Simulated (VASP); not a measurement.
Wanted: the native input for a VASP 6.6.1 run.

```yaml
Task: single point
Functional: PBE
Potentials_or_basis: VASP PAW PBE potentials, release 64 (Ag, Cl)
Cutoff: 520 eV
k_mesh: 8 × 8 × 8
Occupations: gaussian, width 0.05 eV
Spin: no spin polarisation
Dipole_correction: no
Further_INCAR_settings: ALGO = Normal; EDIFF = 1e-07; NBANDS = 16
```

The structure of AgCl lies in POSCAR:

```
AgCl
1.0
    0.0000000000      2.8060228508      2.8060228508
    2.8060228508      0.0000000000      2.8060228508
    2.8060228508      2.8060228508      0.0000000000
Ag Cl
1 1
Direct
    0.4925160227      0.5074839773      0.5523878412
    0.0227724446     -0.0227724446     -0.1594071124
```

This cell differs from its parent crystal: atoms displaced along a vibrational mode.

One way to write it, as run:

INCAR

```
PREC = Accurate
ENCUT = 520
EDIFF = 1E-7
ISMEAR = 0
SIGMA = 0.05
LREAL = False
LASPH = True
NELM = 80
ALGO = Normal
ISIF = 2
LWAVE = False
LCHARG = False
GGA = PE
NBANDS = 16
```

KPOINTS

```
regular mesh
0
Gamma
  8 8 8
```

Potentials or basis: VASP PAW PBE potentials, release 64 (Ag, Cl).

The run is started by

```bash
$ cat potpaw_PBE.64/Ag/POTCAR potpaw_PBE.64/Cl/POTCAR > POTCAR
$ mpirun -np 1 vasp_std > vasp.out
```

It gave:

```json
{
 "Pressure": "11.4 GPa",
 "Largest force": "2.300 eV/Å",
 "Band gap on the k mesh": "1.21 eV (least direct gap 1.60 eV)"
}
```

Caveat: the cell differs from its parent crystal (atoms displaced along a vibrational mode); the cell stands under pressure; forces of over 1 eV/Å act on the atoms, so gaps and moduli don't describe the material at rest.

It took 3.4 min on 1 thread of Intel Xeon 8259CL (shared host), peak memory 0.25 GiB.
